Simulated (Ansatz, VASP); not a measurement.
## InAg2 in VASP and in Ansatz

```
CELL_PARAMETERS angstrom
4.87181 0.00000 0.00000
-2.43590 4.21911 0.00000
0.00000 0.00000 2.97006
ATOMIC_POSITIONS crystal
In 0.00000 0.00000 0.00000
Ag 0.33333 0.66667 0.50000
Ag 0.66667 0.33333 0.50000
```

Alike in both runs: functional PBE; k mesh 6 × 6 × 4; occupations gaussian, width 0.1 eV; no spin polarisation.

Ansatz relaxed the structure, and its values are those at the end. VASP's run is a single point on that final structure, the one shown.

```csv
,VASP,Ansatz
version,VASP 6.6.1,Ansatz 0.2.0
potentials or method,"VASP PAW PBE potentials, release 64 (In_d, Ag), cutoff 520 eV","scalar-relativistic, plane waves, PAW"
valence electrons in the cell,35,51
```

|  | VASP | Ansatz | Ansatz less VASP |
| --- | --- | --- | --- |
| gap on the k mesh at the Fermi level (eV) | none | none | - |
| pressure (GPa) | -0.1 | -0.1 | +0.05 |

A gap of «none» marks a metal or a gap that the smearing closes. The functional is the same, so the differences come from potentials, cutoffs and numerics. VASP's potentials hold 35 valence electrons a cell and Ansatz's 51, so a difference there can come from the potentials and not from the codes.

The k mesh is coarse, so the values compare programs but aren't converged.
